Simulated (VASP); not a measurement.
# C (R-3m) in VASP: a series of runs

C is run at these levels: PBEsol+D3(BJ); tasks: single point.

All numbers are computed with VASP 6.6.1; they aren't measurements. Logs are shortened: lines on timing, memory, paths and dates and some standing lists are left out, and cuts for length are marked.

### 1 The cell of the first run

It takes space group R-3m (No. 166, trigonal). Conventional cell: a = 2.458 Å, b = 2.458 Å, c = 9.851 Å, α = 90.00°, β = 90.00°, γ = 120.00°. Within 1.9 Å of C (site symmetry 3m) lie 3 C at 1.43 Å.

### 2 Single point, PBEsol+D3(BJ) (mode 4 frozen in at -0.063 Å and mode 6 at +0.000 Å (largest displacements))

Contents of INCAR:

```
SYSTEM = C
  PREC = Accurate
  ENCUT = 520
  EDIFF = 1E-7
  ISMEAR = 0
  SIGMA = 0.05
  LREAL = .False.
  LASPH = .True.
  NELM = 80
  ALGO = Normal
  ISIF = 2
  LWAVE = .False.
  LCHARG = .True.
  GGA = PS
  IVDW = 12
  LELF = .True.
  LVHAR = .True.
  NBANDS = 11
```

Contents of KPOINTS:

```
Automatic mesh
0
Gamma
  15 15 15
  0 0 0
```

Contents of POSCAR:

```
C
1.0
    1.2291305633      0.7096388616      3.2835658809
   -1.2291305633      0.7096388616      3.2835658809
    0.0000000000     -1.4192777231      3.2835658809
C
2
Direct
    0.1601575809      0.1601575809      0.1601575809
    0.8398424191      0.8398424191      0.8398424191
```

Potentials or basis: VASP PAW PBE potentials, release 64 (C).

Run with:

```sh
cat potpaw_PBE.64/C/POTCAR > POTCAR
mpirun -np 1 vasp_std > vasp.out
```

OUTCAR:

```text
SYSTEM = C
   PREC = Accurate
   ENCUT = 520
   EDIFF = 1E-7
   ISMEAR = 0
   LREAL = .False.
   LASPH = .True.
   NELM = 80
   ISIF = 2
   GGA = PS
   IVDW = 12
 IVDW          = 12

 ion  position               nearest neighbor table
   1  0.160  0.160  0.160-   2 1.43   2 1.43   2 1.43
   2  0.840  0.840  0.840-   1 1.43   1 1.43   1 1.43

  LATTYP: Found a trigonal (rhomboedric) cell.
 ALAT       =     3.5771712497
 COS(alpha) =     0.7638725005

  Lattice vectors:

 A1 = (   1.2291305633,   0.7096388616,   3.2835658809)
 A2 = (  -1.2291305633,   0.7096388616,   3.2835658809)
 A3 = (   0.0000000000,  -1.4192777231,   3.2835658809)

Analysis of symmetry for initial positions (statically):
=====================================================================
 Subroutine PRICEL returns:
 Original cell was already a primitive cell.

 Routine SETGRP: Setting up the symmetry group for a
 trigonal (rhombohedral) supercell.

 Subroutine GETGRP returns: Found 12 space group operations
 (whereof 12 operations were pure point group operations)
 out of a pool of 12 trial point group operations.

The static configuration has the point symmetry D_3d.

Analysis of symmetry for dynamics (positions and initial velocities):
=====================================================================
 Subroutine PRICEL returns:
 Original cell was already a primitive cell.

 Routine SETGRP: Setting up the symmetry group for a
 trigonal (rhombohedral) supercell.

 Subroutine GETGRP returns: Found 12 space group operations
 (whereof 12 operations were pure point group operations)
 out of a pool of 12 trial point group operations.

The dynamic configuration has the point symmetry D_3d.

 Subroutine INISYM returns: Found 12 space group operations
 (whereof 12 operations are pure point group operations),
 and found     1 'primitive' translations

----------------------------------------------------------------------------------------

                                     Primitive cell

  volume of cell :      17.1843

  direct lattice vectors                    reciprocal lattice vectors
     1.229130563  0.709638862  3.283565881     0.406791609  0.234861245  0.101515653
    -1.229130563  0.709638862  3.283565881    -0.406791609  0.234861245  0.101515653
     0.000000000 -1.419277723  3.283565881     0.000000000 -0.469722490  0.101515653

  length of vectors
     3.577171250  3.577171250  3.577171250     0.480567004  0.480567004  0.480567004

  position of ions in fractional coordinates (direct lattice)
     0.160157581  0.160157581  0.160157581
     0.839842419  0.839842419  0.839842419

  ion indices of the primitive-cell ions
   primitive index   ion index
                 1           1
                 2           2

----------------------------------------------------------------------------------------

 KPOINTS: Automatic mesh

Automatic generation of k-mesh.
 Grid dimensions read from file:
 generate k-points for:   15   15   15

 Generating k-lattice:

  Cartesian coordinates                     Fractional coordinates (reciprocal lattice)
     0.027119441  0.015657416  0.006767710     0.066666667  0.000000000 -0.000000000
    -0.027119441  0.015657416  0.006767710     0.000000000  0.066666667 -0.000000000
     0.000000000 -0.031314833  0.006767710    -0.000000000 -0.000000000  0.066666667

  Length of vectors
     0.032037800  0.032037800  0.032037800

  Shift w.r.t. Gamma in fractional coordinates (k-lattice)
     0.000000000  0.000000000  0.000000000

 Subroutine IBZKPT returns following result:
 ===========================================

 Found    344 irreducible k-points:

 Following reciprocal coordinates:
            Coordinates               Weight
  0.000000  0.000000  0.000000      1.000000
  0.066667 -0.000000  0.000000      6.000000
  0.133333 -0.000000  0.000000      6.000000
  0.200000  0.000000  0.000000      6.000000
  0.266667 -0.000000  0.000000      6.000000
  0.333333 -0.000000  0.000000      6.000000
[... 16 lines left out ...]
  0.133333  0.133333  0.000000      6.000000
  0.200000  0.133333  0.000000     12.000000
 [... further k-points ...]
   k-points           NKPTS =    344   k-points in BZ     NKDIM =    344   number of bands    NBANDS=     11
   number of dos      NEDOS =    301   number of ions     NIONS =      2
   total plane-waves  NPLWV =  21952
   dimension x,y,z NGX =    28 NGY =   28 NGZ =   28
   dimension x,y,z NGXF=    56 NGYF=   56 NGZF=   56
   ions per type =               2
   NGX,Y,Z   is equivalent  to a cutoff of  13.01, 13.01, 13.01 a.u.
   NGXF,Y,Z  is equivalent  to a cutoff of  26.03, 26.03, 26.03 a.u.
 SYSTEM =  C
   PREC   = accura    normal or accurate (medium, high low for compatibility)
   ISTART =      0    job   : 0-new  1-cont  2-samecut
   ICHARG =      2    charge: 1-file 2-atom 10-const
   ISPIN  =      1    spin polarized calculation?
   LNONCOLLINEAR =      F non collinear calculations
   LSORBIT =      F    spin-orbit coupling
   LASPH  =      T    aspherical Exc in radial PAW
   ENCUT  =  520.0 eV  38.22 Ry    6.18 a.u.   6.65  6.65  6.65*2*pi/ulx,y,z
   NELM   =     80;   NELMIN=  2; NELMDL= -5     # of ELM steps
   EDIFF  = 0.1E-06   stopping-criterion for ELM
   LREAL  =      F    real-space projection
   EDIFFG = 0.1E-05   stopping-criterion for IOM
   NSW    =      0    number of steps for IOM
   IBRION =     -1    ionic relax: 0-MD 1-quasi-New 2-CG
   NFREE  =      0    steps in history (QN), initial steepest desc. (CG)
   ISIF   =      2    stress and relaxation
   ISYM   =      2    0-nonsym 1-usesym 2-fastsym
   POTIM  = 0.5000    time-step for ionic-motion
   TEBEG  =    0.0;   TEEND  =   0.0 temperature during run
   PSTRESS=    0.0 pullay stress
   NELECT =       8.0000    total number of electrons
   NUPDOWN=      -1.0000    fix difference up-down
   EMIN   =  10.00;   EMAX   =-10.00  energy-range for DOS
   EFERMI =   0.00;   METHOD = LEGACY
   ISMEAR =     0;   SIGMA  =   0.05  broadening in eV -4-tet -1-fermi 0-gaus
   EFERMI_NEDOS =   21; number of points for ismear=-14 and -15
   IALGO  =     38    algorithm
   IMIX   =      4    mixing-type and parameters
     AMIX     =   0.40;   BMIX     =  1.00
     AMIX_MAG =   1.60;   BMIX_MAG =  1.00
  volume/ion in A,a.u.               =       8.59        57.98
  Fermi-wavevector in a.u.,A,eV,Ry     =   1.268803  2.397689 21.903472  1.609860
  Thomas-Fermi vector in A             =   2.401878
   LORBIT       =      0    0 simple, 1 ext, 2 COOP (PROOUT), +10 PAW based schemes
   GGA     = PS    functional components
   LHFCALC =     F    Hartree Fock is set to
   AEXX    =    0.0000 exact exchange contribution
   IVDW    =    12    specifies the selected vdW correction
   LEPSILON=     F    determine dielectric tensor
   LRPA    =     F    only Hartree local field effects (RPA)
 non-spin polarized calculation
 Gauss-broadening in eV      SIGMA  =   0.05
  energy-cutoff  :      520.00
  volume of cell :       17.18
 maximum number of plane-waves:       476
   NGX = 13   NGY = 13   NGZ = 13

 number of electron       8.0000000 magnetization

 Free energy of the ion-electron system (eV)
  ---------------------------------------------------
  ext. energy  EPLUGINS =         0.00000000
  ---------------------------------------------------
  free energy    TOTEN  =       -19.14937823 eV

  energy without entropy =      -19.14937823  energy(sigma->0) =      -19.14937823

 E-fermi :   4.7080     XC(G=0): -10.7355

 val. band max:        4.3812414070   @ k =  -0.2000   0.4000   0.0667
 cond. band min:       5.3176545678   @ k =  -0.3333   0.3333   0.0000
 fundamental gap:      0.9364131608
 Fermi energy:         4.7079632866

 k-point     1 :       0.0000    0.0000    0.0000
  band No.  band energies     occupation
      1     -14.8310      2.00000
      2      -1.5740      2.00000
      3       2.0322      2.00000
      4       2.0322      2.00000
      5       8.6398      0.00000
      6      13.2273      0.00000
      7      13.2273      0.00000
      8      16.5743      0.00000
      9      17.7558      0.00000
     10      27.3914      0.00000
     11      31.3104      0.00000

 k-point     2 :       0.0667   -0.0000    0.0000
  band No.  band energies     occupation
      1     -14.7223      2.00000
      2      -1.4696      2.00000
      3       1.6040      2.00000
      4       1.8071      2.00000
      5       8.7784      0.00000
      6      13.2777      0.00000
      7      13.6753      0.00000
      8      16.2227      0.00000
      9      17.9430      0.00000
     10      27.7292      0.00000
     11      30.1068      0.00000

 k-point     3 :       0.1333   -0.0000    0.0000
  band No.  band energies     occupation
      1     -14.3968      2.00000
      2      -1.1621      2.00000
      3       0.4702      2.00000
      4       1.2375      2.00000
      5       9.1775      0.00000
      6      13.2971      0.00000
      7      14.9032      0.00000
      8      15.2837      0.00000
      9      18.5316      0.00000
     10      27.8567      0.00000
     11      28.6127      0.00000

 k-point     4 :       0.2000    0.0000    0.0000
  band No.  band energies     occupation
      1     -13.8572      2.00000
      2      -1.1794      2.00000
      3      -0.5584      2.00000
      4       0.5271      2.00000
      5       9.7398      0.00000
      6      13.1266      0.00000
      7      14.0820      0.00000
      8      16.6697      0.00000
      9      19.4397      0.00000
     10      25.8899      0.00000
     11      27.9751      0.00000
[... 239 lines left out ...]
 k-point    22 :      -0.0667    0.0667    0.0000
  band No.  band energies     occupation
      1     -14.5100      2.00000
      2      -1.2209      2.00000
      3       0.8822      2.00000
      4       1.3519      2.00000
      5       8.9700      0.00000
      6      13.4319      0.00000
      7      14.3593      0.00000
      8      15.5731      0.00000
      9      18.3620      0.00000
     10      28.0498      0.00000
     11      28.3457      0.00000

 k-point    23 :       0.1333    0.1333    0.0000
  band No.  band energies     occupation
      1     -14.3778      2.00000
      2      -1.3228      2.00000
      3       0.4872      2.00000
      4       1.2207      2.00000
      5       9.4877      0.00000
      6      13.2672      0.00000
      7      14.9080      0.00000
      8      15.2286      0.00000
      9      18.5612      0.00000
     10      27.3540      0.00000
     11      28.7530      0.00000

 k-point    24 :       0.2000    0.1333    0.0000
  band No.  band energies     occupation
      1     -14.0450      2.00000
      2      -1.1050      2.00000
      3      -0.3340      2.00000
      4       0.6001      2.00000
      5       9.9857      0.00000
      6      13.4710      0.00000
      7      14.4807      0.00000
      8      15.5594      0.00000
      9      19.2743      0.00000
     10      25.7858      0.00000
     11      29.3550      0.00000

 [... further k-points ...]

------------------------ aborting loop because EDIFF is reached ----------------------------------------

 Edisp (eV)   -0.22519

 E8    (eV) :    -0.1095

  FORCE on cell =-STRESS in cart. coord.  units (eV):
  Direction    XX          YY          ZZ          XY          YZ          ZX
  --------------------------------------------------------------------------------------
  -------------------------------------------------------------------------------------
  Total       0.10049     0.10049    -0.33850     0.00000    -0.00000     0.00000
  in kB       9.36883     9.36883   -31.56016     0.00000    -0.00000     0.00000
  external pressure =       -4.27 kB  Pullay stress =        0.00 kB

 VOLUME and BASIS-vectors are now :
 -----------------------------------------------------------------------------
  energy-cutoff  :      520.00
  volume of cell :       17.18
      direct lattice vectors                 reciprocal lattice vectors
     1.229130563  0.709638862  3.283565881     0.406791609  0.234861245  0.101515653
    -1.229130563  0.709638862  3.283565881    -0.406791609  0.234861245  0.101515653
     0.000000000 -1.419277723  3.283565881     0.000000000 -0.469722490  0.101515653

 POSITION                                       TOTAL-FORCE (eV/Angst)
 -----------------------------------------------------------------------------------
      0.00000      0.00000      1.57766         0.000000      0.000000      2.081604
      0.00000      0.00000      8.27303         0.000000     -0.000000     -2.081604
 -----------------------------------------------------------------------------------
    total drift:                               -0.000000      0.000000      0.000000

  FREE ENERGIE OF THE ION-ELECTRON SYSTEM (eV)
  ---------------------------------------------------
  free  energy   TOTEN  =       -19.3745663588 eV

  energy  without entropy=      -19.3745663588  energy(sigma->0) =      -19.37456636
```

It took 1.8 min on 1 thread of Intel Xeon Platinum 8259CL at 2.50GHz (Skylake/Cascade Lake), shared host; peak memory 0.2 GiB.

What came out:

```
Free energy                : -19.3746 eV
Pressure                   : -0.4 GPa
Largest force              : 2.082 eV/Å
Band gap on the k mesh     : 0.94 eV, indirect (least direct gap 1.01 eV)
Dispersion energy per atom : -0.113 eV
```

Forces on the atoms (eV/Å):
```
C    0.000  0.000  2.082
C    0.000  0.000 -2.082
```

Levels at points of the mesh, in eV from the valence-band top:
```csv
k point,band 2,band 3,band 4,band 5,band 6,band 7
"(0.00, 0.00, 0.00)",-5.96,-2.35,-2.35,4.26,8.85,8.85
```

Caveat: the cell differs from its parent crystal (mode 4 frozen in at -0.063 Å and mode 6 at +0.000 Å (largest displacements)); the PAW data sets were made with another functional, which shifts forces and pressure a little.

### 3 Single point, PBEsol+D3(BJ) (mode 4 frozen in at +0.063 Å and mode 6 at +0.000 Å (largest displacements))

Contents of INCAR:

```
SYSTEM = C
ALGO = Normal ; EDIFF = 1E-7
ENCUT = 520 ; GGA = PS
ISIF = 2 ; ISMEAR = 0
IVDW = 12 ; LASPH = .TRUE.
LCHARG = .FALSE. ; LREAL = .FALSE.
LWAVE = .FALSE. ; NBANDS = 11
NELM = 100 ; PREC = Accurate
SIGMA = 0.05
```

Contents of KPOINTS:

```
k-points
0
G
  15 15 15
  0 0 0
```

Contents of POSCAR:

```
C
1.0
    1.2291305633      0.7096388616      3.2835658809
   -1.2291305633      0.7096388616      3.2835658809
    0.0000000000     -1.4192777231      3.2835658809
C
2
Direct
    0.1730094625      0.1730094625      0.1730094625
    0.8269905375      0.8269905375      0.8269905375
```

Potentials or basis: VASP PAW PBE potentials, release 64 (C).

Run with:

```sh
cat potpaw_PBE.64/C/POTCAR > POTCAR
mpirun -np 1 vasp_std > vasp.out
```

It took 2.1 min on 1 thread of Intel Xeon Platinum 8259CL at 2.50GHz (Skylake/Cascade Lake), shared host; peak memory 0.2 GiB.

Results (log left out):

```
Free energy                : -19.3740 eV
Pressure                   : -0.3 GPa
Largest force              : 2.098 eV/Å
Band gap on the k mesh     : 0.55 eV, direct
Dispersion energy per atom : -0.113 eV
```

Forces on the atoms (eV/Å):
```
C    0.000  0.000 -2.098
C    0.000  0.000  2.098
```

Stress tensor (GPa, compression positive):
```
 0.76  0.00  0.00
 0.00  0.76  0.00
 0.00  0.00 -2.43
```

Levels at points of the mesh, in eV from the valence-band top:
```
           k point  band 2  band 3  band 4  band 5  band 6  band 7
(0.00, 0.00, 0.00)   -6.10   -2.50   -2.50    4.15    8.75    8.75
```

Caveat: the cell differs from its parent crystal (mode 4 frozen in at +0.063 Å and mode 6 at +0.000 Å (largest displacements)); the PAW data sets were made with another functional, which shifts forces and pressure a little. A k mesh can miss the band edges.
